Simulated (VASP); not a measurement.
# PbS in VASP: further runs

Runs on PbS. Level: PBE. Tasks: single point.

Program: VASP 6.6.1. These are calculated values, not measurements. Logs are shortened: lines on timing, memory, paths and dates and some standing lists are left out, and cuts for length are marked.

## 1. The cell of the first run

The cell holds a sheet with vacuum, 2 atoms: a = 3.986 Å, b = 6.071 Å, c = 14.000 Å, α = 90.00°, β = 90.00°, γ = 90.00°.

The cell was built from a structure type or drawn by symmetry, and may not be a known phase.

## 2. Single point, PBE

The input, INCAR:

```
SYSTEM = PbS
PREC = Accurate
ENCUT = 520
EDIFF = 1E-6
ISMEAR = 0
SIGMA = 0.1
LREAL = .False.
LASPH = .True.
NELM = 60
ALGO = Normal
ISIF = 2
LWAVE = .False.
LCHARG = .False.
LDIPOL = .True.
IDIPOL = 3
DIPOL = 0.5 0.5 0.500
GGA = PE
NBANDS = 17
```

The input, KPOINTS:

```
regular mesh
0
Gamma
  4 4 1
  0 0 0
```

The input, POSCAR:

```
PbS
1.0
    3.9855130000      0.0000000000      0.0000000000
    0.0000000000      6.0712970000      0.0000000000
    0.0000000000      0.0000000000     14.0000000000
Pb S
1 1
Direct
    0.0000000000      0.0000000000      0.5000000000
    0.0000000000      0.5000000000      0.5000000000
```

Potentials or basis: VASP PAW PBE potentials, release 64 (Pb_d, S).

On the command line:

```console
$ cat potpaw_PBE.64/Pb_d/POTCAR potpaw_PBE.64/S/POTCAR > POTCAR
$ mpirun -np 1 vasp_std > vasp.out
```

OUTCAR:

```text
SYSTEM = PbS
   PREC = Accurate
   ENCUT = 520
   EDIFF = 1E-6
   ISMEAR = 0
   LREAL = .False.
   LASPH = .True.
   NELM = 60
   ISIF = 2
   GGA = PE

 ion  position               nearest neighbor table
   1  0.000  0.000  0.500-   2 3.04   2 3.04
   2  0.000  0.500  0.500-   1 3.04   1 3.04

  LATTYP: Found a simple orthorhombic cell.
 ALAT       =     3.9855130000
 B/A-ratio  =     1.5233414118
 C/A-ratio  =     3.5127222016

  Lattice vectors:

 A1 = (   3.9855130000,   0.0000000000,   0.0000000000)
 A2 = (   0.0000000000,   6.0712970000,   0.0000000000)
 A3 = (   0.0000000000,   0.0000000000,  14.0000000000)

Analysis of symmetry for initial positions (statically):
=====================================================================
 Subroutine PRICEL returns:
 Original cell was already a primitive cell.

 Routine SETGRP: Setting up the symmetry group for a
 simple orthorhombic supercell.

 Subroutine GETGRP returns: Found  8 space group operations
 (whereof  8 operations were pure point group operations)
 out of a pool of  8 trial point group operations.

The static configuration has the point symmetry D_2h.

Analysis of symmetry for dynamics (positions and initial velocities):
=====================================================================
 Subroutine PRICEL returns:
 Original cell was already a primitive cell.

 Routine SETGRP: Setting up the symmetry group for a
 simple orthorhombic supercell.

 Subroutine GETGRP returns: Found  8 space group operations
 (whereof  8 operations were pure point group operations)
 out of a pool of  8 trial point group operations.

The dynamic configuration has the point symmetry D_2h.

 Subroutine INISYM returns: Found  8 space group operations
 (whereof  8 operations are pure point group operations),
 and found     1 'primitive' translations

----------------------------------------------------------------------------------------

                                     Primitive cell

  volume of cell :     338.7613

  direct lattice vectors                    reciprocal lattice vectors
     3.985513000  0.000000000  0.000000000     0.250908729  0.000000000  0.000000000
     0.000000000  6.071297000  0.000000000     0.000000000  0.164709452  0.000000000
     0.000000000  0.000000000 14.000000000     0.000000000  0.000000000  0.071428571

  length of vectors
     3.985513000  6.071297000 14.000000000     0.250908729  0.164709452  0.071428571

  position of ions in fractional coordinates (direct lattice)
     0.000000000  0.000000000  0.500000000
     0.000000000  0.500000000  0.500000000

  ion indices of the primitive-cell ions
   primitive index   ion index
                 1           1
                 2           2

----------------------------------------------------------------------------------------

 KPOINTS: regular mesh

Automatic generation of k-mesh.
 Grid dimensions read from file:
 generate k-points for:    4    4    1

 Generating k-lattice:

  Cartesian coordinates                     Fractional coordinates (reciprocal lattice)
     0.062727182  0.000000000  0.000000000     0.250000000  0.000000000  0.000000000
     0.000000000  0.041177363  0.000000000     0.000000000  0.250000000  0.000000000
     0.000000000  0.000000000  0.071428571     0.000000000  0.000000000  1.000000000

  Length of vectors
     0.062727182  0.041177363  0.071428571

  Shift w.r.t. Gamma in fractional coordinates (k-lattice)
     0.000000000  0.000000000  0.000000000

 Subroutine IBZKPT returns following result:
 ===========================================

 Found      9 irreducible k-points:

 Following reciprocal coordinates:
            Coordinates               Weight
  0.000000  0.000000  0.000000      1.000000
  0.250000  0.000000  0.000000      2.000000
  0.500000  0.000000  0.000000      1.000000
  0.000000  0.250000  0.000000      2.000000
  0.250000  0.250000  0.000000      4.000000
  0.500000  0.250000  0.000000      2.000000
  0.000000  0.500000  0.000000      1.000000
  0.250000  0.500000  0.000000      2.000000
  0.500000  0.500000  0.000000      1.000000
   k-points           NKPTS =      9   k-points in BZ     NKDIM =      9   number of bands    NBANDS=     17
   number of dos      NEDOS =    301   number of ions     NIONS =      2
   total plane-waves  NPLWV = 155520
   dimension x,y,z NGX =    30 NGY =   48 NGZ =  108
   dimension x,y,z NGXF=    60 NGYF=   96 NGZF=  216
   ions per type =               1   1
   NGX,Y,Z   is equivalent  to a cutoff of  12.51, 13.14, 12.82 a.u.
   NGXF,Y,Z  is equivalent  to a cutoff of  25.03, 26.29, 25.65 a.u.
 SYSTEM =  PbS
   PREC   = accura    normal or accurate (medium, high low for compatibility)
   ISTART =      0    job   : 0-new  1-cont  2-samecut
   ICHARG =      2    charge: 1-file 2-atom 10-const
   ISPIN  =      1    spin polarized calculation?
   LNONCOLLINEAR =      F non collinear calculations
   LSORBIT =      F    spin-orbit coupling
   LASPH  =      T    aspherical Exc in radial PAW
   ENCUT  =  520.0 eV  38.22 Ry    6.18 a.u.   7.41 11.29 26.03*2*pi/ulx,y,z
   NELM   =     60;   NELMIN=  2; NELMDL= -5     # of ELM steps
   EDIFF  = 0.1E-05   stopping-criterion for ELM
   LREAL  =      F    real-space projection
   EDIFFG = 0.1E-04   stopping-criterion for IOM
   NSW    =      0    number of steps for IOM
   IBRION =     -1    ionic relax: 0-MD 1-quasi-New 2-CG
   NFREE  =      0    steps in history (QN), initial steepest desc. (CG)
   ISIF   =      2    stress and relaxation
   ISYM   =      2    0-nonsym 1-usesym 2-fastsym
   POTIM  = 0.5000    time-step for ionic-motion
   TEBEG  =    0.0;   TEEND  =   0.0 temperature during run
   PSTRESS=    0.0 pullay stress
   NELECT =      20.0000    total number of electrons
   NUPDOWN=      -1.0000    fix difference up-down
   EMIN   =  10.00;   EMAX   =-10.00  energy-range for DOS
   EFERMI =   0.00;   METHOD = LEGACY
   ISMEAR =     0;   SIGMA  =   0.10  broadening in eV -4-tet -1-fermi 0-gaus
   EFERMI_NEDOS =   21; number of points for ismear=-14 and -15
   IALGO  =     38    algorithm
   IMIX   =      4    mixing-type and parameters
     AMIX     =   0.40;   BMIX     =  1.00
     AMIX_MAG =   1.60;   BMIX_MAG =  1.00
  volume/ion in A,a.u.               =     169.38      1143.04
  Fermi-wavevector in a.u.,A,eV,Ry     =   0.637461  1.204627  5.528815  0.406356
  Thomas-Fermi vector in A             =   1.702475
   LORBIT       =      0    0 simple, 1 ext, 2 COOP (PROOUT), +10 PAW based schemes
   GGA     = PE    functional components
   LHFCALC =     F    Hartree Fock is set to
   AEXX    =    0.0000 exact exchange contribution
   IVDW    =     0    specifies the selected vdW correction
   LEPSILON=     F    determine dielectric tensor
   LRPA    =     F    only Hartree local field effects (RPA)
 non-spin polarized calculation
 Gauss-broadening in eV      SIGMA  =   0.10
  energy-cutoff  :      520.00
  volume of cell :      338.76
 maximum number of plane-waves:      9165
 NGX is ok and might be reduce to    30
   NGX = 15   NGY = 23   NGZ = 53

 dipolmoment           0.000000      0.000000     -0.000000 electrons x Angstroem

 number of electron      20.0000002 magnetization

 dipolmoment           0.000000      0.000000      0.000000 electrons x Angstroem

 Free energy of the ion-electron system (eV)
  ---------------------------------------------------
  ext. energy  EPLUGINS =         0.00000000
  ---------------------------------------------------
  free energy    TOTEN  =        -5.94169006 eV

  energy without entropy =       -5.92821244  energy(sigma->0) =       -5.93495125

 E-fermi :  -3.1275     XC(G=0):  -2.6025

 val. band max:       -3.2099080686   @ k =   0.5000   0.5000   0.0000
 cond. band min:      -3.1136489143   @ k =   0.0000   0.0000   0.0000
 fundamental gap:      0.0962591543
 Fermi energy:        -3.1275303012

 k-point     1 :       0.0000    0.0000    0.0000
  band No.  band energies     occupation
      1     -20.7008      2.00000
      2     -20.6539      2.00000
      3     -20.5540      2.00000
      4     -20.4654      2.00000
      5     -20.4343      2.00000
      6     -14.0852      2.00000
[... 9 lines left out ...]
     16       2.1589      0.00000
     17       3.2390      0.00000

 k-point     2 :       0.2500    0.0000    0.0000
  band No.  band energies     occupation
      1     -20.6831      2.00000
      2     -20.6641      2.00000
      3     -20.5531      2.00000
      4     -20.4465      2.00000
      5     -20.4443      2.00000
      6     -13.9785      2.00000
[... 9 lines left out ...]
     16       2.8736      0.00000
     17       3.7416      0.00000

 k-point     3 :       0.5000    0.0000    0.0000
  band No.  band energies     occupation
      1     -20.6742      2.00000
      2     -20.6678      2.00000
      3     -20.5522      2.00000
      4     -20.4543      2.00000
      5     -20.4250      2.00000
      6     -13.8664      2.00000
[... 9 lines left out ...]
     16       2.9275      0.00000
     17       3.3719      0.00000

 k-point     4 :       0.0000    0.2500    0.0000
  band No.  band energies     occupation
      1     -20.7007      2.00000
      2     -20.6539      2.00000
      3     -20.5541      2.00000
      4     -20.4618      2.00000
      5     -20.4344      2.00000
      6     -14.0044      2.00000
[... 9 lines left out ...]
     16       2.4256      0.00000
     17       3.1171      0.00000

 k-point     5 :       0.2500    0.2500    0.0000
  band No.  band energies     occupation
      1     -20.6828      2.00000
      2     -20.6641      2.00000
      3     -20.5532      2.00000
      4     -20.4445      2.00000
      5     -20.4429      2.00000
      6     -13.9081      2.00000
[... 9 lines left out ...]
     16       3.1255      0.00000
     17       3.6688      0.00000

 k-point     6 :       0.5000    0.2500    0.0000
  band No.  band energies     occupation
      1     -20.6742      2.00000
      2     -20.6674      2.00000
      3     -20.5523      2.00000
      4     -20.4545      2.00000
      5     -20.4215      2.00000
      6     -13.8075      2.00000
[... 9 lines left out ...]
     16       3.3444      0.00000
     17       3.7010      0.00000

 k-point     7 :       0.0000    0.5000    0.0000
  band No.  band energies     occupation
      1     -20.7005      2.00000
      2     -20.6539      2.00000
      3     -20.5542      2.00000
      4     -20.4581      2.00000
      5     -20.4345      2.00000
      6     -13.9092      2.00000
[... 9 lines left out ...]
     16       2.4581      0.00000
     17       2.8118      0.00000

 k-point     8 :       0.2500    0.5000    0.0000
  band No.  band energies     occupation
      1     -20.6826      2.00000
      2     -20.6641      2.00000
      3     -20.5533      2.00000
      4     -20.4446      2.00000
      5     -20.4393      2.00000
      6     -13.8271      2.00000
[... 9 lines left out ...]
     16       2.8809      0.00000
     17       3.1869      0.00000

 k-point     9 :       0.5000    0.5000    0.0000
  band No.  band energies     occupation
      1     -20.6742      2.00000
      2     -20.6671      2.00000
      3     -20.5524      2.00000
      4     -20.4547      2.00000
      5     -20.4180      2.00000
      6     -13.7413      2.00000
[... 9 lines left out ...]
     16       3.8007      0.00000
     17       4.0015      0.00000

------------------------ aborting loop because EDIFF is reached ----------------------------------------

 vacuum level on the upper side and lower side of the slab       (xc-potential included)        -0.127        -0.127

  FORCE on cell =-STRESS in cart. coord.  units (eV):
  Direction    XX          YY          ZZ          XY          YZ          ZX
  --------------------------------------------------------------------------------------
  -------------------------------------------------------------------------------------
  Total       -2.2279915     -7.1325725     -0.0220425     -0.0000000      0.0000000      0.0000000
  in kB      -10.5373247    -33.7336266     -0.1042504     -0.0000000      0.0000000      0.0000000
  external PRESSURE =     -14.7917339 kB  Pullay stress =       0.0000000 kB

 VOLUME and BASIS-vectors are now :
 -----------------------------------------------------------------------------
  energy-cutoff  :      520.00
  volume of cell :      338.76
      direct lattice vectors                 reciprocal lattice vectors
     3.985513000  0.000000000  0.000000000     0.250908729  0.000000000  0.000000000
     0.000000000  6.071297000  0.000000000     0.000000000  0.164709452  0.000000000
     0.000000000  0.000000000 14.000000000     0.000000000  0.000000000  0.071428571

 POSITION                                       TOTAL-FORCE (eV/Angst)
 -----------------------------------------------------------------------------------
      0.00000      0.00000      7.00000         0.000000      0.000000      0.000000
      0.00000      3.03565      7.00000         0.000000      0.000000      0.000000
 -----------------------------------------------------------------------------------
    total drift:                                0.000000     -0.000000      0.000000

  FREE ENERGIE OF THE ION-ELECTRON SYSTEM (eV)
  ---------------------------------------------------
  free  energy   TOTEN  =        -5.9416900630 eV

  energy  without entropy=       -5.9282124439  energy(sigma->0) =       -5.93495125

 vacuum level on the upper side and lower side of the slab         1.462         1.462
```

Wall time 44 s (1 thread of Intel Xeon 6975P-C (Granite Rapids), shared host); peak memory 0.41 GiB.

What came out:

```yaml
Free_energy: -5.9417 eV
Band_gap_on_the_k_mesh: zero (bands 10 and 11 overlap by 0.50 eV)
```

Caveat: the k points lie up to 0.39 Å⁻¹ apart, too coarse for converged energies and pressures of a metal; spin-orbit coupling is left out, which moves the levels of the heavy elements.

## 3. Single point, PBE

This run uses another cell than the first one.

The input, INCAR:

```
PREC = Accurate
ENCUT = 520
EDIFF = 1E-6
ISMEAR = 0
SIGMA = 0.1
LREAL = F
LASPH = T
NELM = 60
ALGO = Normal
ISIF = 2
LWAVE = F
LCHARG = F
LDIPOL = T
IDIPOL = 3
DIPOL = 0.5 0.5 0.294
GGA = PE
NBANDS = 17
```

The input, KPOINTS:

```
Automatic mesh
0
Gamma
  4 4 1
```

The input, POSCAR:

```
PbS
1.0
    3.7948159058      0.0000000000      0.0000000000
    0.0000000000      5.1000158238      0.0000000000
    0.0000000000      0.0000000000     23.8000000000
Pb S
1 1
Direct
    0.0000000000      0.0000000000      0.2941176471
    0.0000000000      0.5000000000      0.2941176471
```

Potentials or basis: VASP PAW PBE potentials, release 64 (Pb_d, S).

On the command line:

```console
$ cat potpaw_PBE.64/Pb_d/POTCAR potpaw_PBE.64/S/POTCAR > POTCAR
$ mpirun -np 1 vasp_std > vasp.out
```

Wall time 56 s (1 thread of Intel Xeon 6975P-C (Granite Rapids), shared host); peak memory 0.5 GiB.

The run converged. Its results:

```
Free energy            : -6.8601 eV
Band gap on the k mesh : zero (bands 10 and 11 overlap by 0.41 eV)
```

Levels at points of the mesh, in eV from the Fermi level:
```csv
k point,band 8,band 9,band 10,band 11,band 12,band 13
"(0.00, 0.00, 0.00)",-4.67,-2.50,-0.87,1.46,3.37,4.22
"(0.50, 0.00, 0.00)",-4.36,-3.22,-1.99,0.56,2.47,4.68
"(0.00, 0.50, 0.00)",-1.71,-0.45,-0.11,0.55,2.93,3.50
"(0.50, 0.50, 0.00)",-2.18,-1.36,-1.35,1.00,1.02,3.90
```

Caveat: the k points lie up to 0.41 Å⁻¹ apart; spin-orbit coupling is left out, which moves the levels of the heavy elements.

## 4. Single point, PBE

This run uses another cell than the first one.

The input, INCAR:

```
SYSTEM = PbS
PREC     = Accurate       ! precision mode
ENCUT    = 520            ! plane-wave cutoff, eV
EDIFF    = 1E-7           ! SCF threshold, eV
ISMEAR   = 0              ! smearing method
SIGMA    = 0.1            ! smearing width, eV
LREAL    = .False.        ! projectors in reciprocal space
LASPH    = .True.         ! aspherical terms in the spheres
NELM     = 60             ! most SCF steps
ALGO     = Normal         ! electronic algorithm
ISIF     = 2              ! what is computed and relaxed
LWAVE    = .False.        ! write WAVECAR
LCHARG   = .False.        ! write CHGCAR
LDIPOL   = .True.       
IDIPOL   = 3            
DIPOL    = 0.5 0.5 0.294
GGA      = PE             ! functional
NBANDS   = 17             ! bands
```

The input, KPOINTS:

```
Automatic mesh
0
Gamma
  14 12 1
  0 0 0
```

POSCAR is that of step 3.

On the command line:

```console
$ cat potpaw_PBE.64/Pb_d/POTCAR potpaw_PBE.64/S/POTCAR > POTCAR
$ mpirun -np 1 vasp_std > vasp.out
```

Run time: 5.1 min. Hardware: 1 thread of Intel Xeon 6975P-C (Granite Rapids), shared host; peak memory 0.76 GiB.

Results (log left out):

```
Free energy            : -6.7431 eV
Band gap on the k mesh : zero (bands 10 and 11 overlap by 0.85 eV)
```

Levels at points of the mesh, in eV from the Fermi level:
```
           k point  band 6  band 7  band 8  band 9  band 10  band 11  band 12  band 13  band 14  band 15
(0.00, 0.00, 0.00)  -12.43   -6.99   -4.60   -2.48    -0.83     1.48     3.34     4.18     4.32     4.87
(0.50, 0.00, 0.00)  -12.06   -6.23   -4.28   -3.19    -1.96     0.61     2.48     4.68     5.73     6.12
(0.00, 0.50, 0.00)  -12.14   -9.43   -1.68   -0.41    -0.10     0.63     2.97     3.55     4.81     4.89
(0.50, 0.50, 0.00)  -11.91   -8.66   -2.15   -1.33    -1.30     1.03     1.08     3.95     5.84     6.27
```

Caveat: spin-orbit coupling is left out, which moves the levels of the heavy elements.

(Continued in part 2 of 2.)
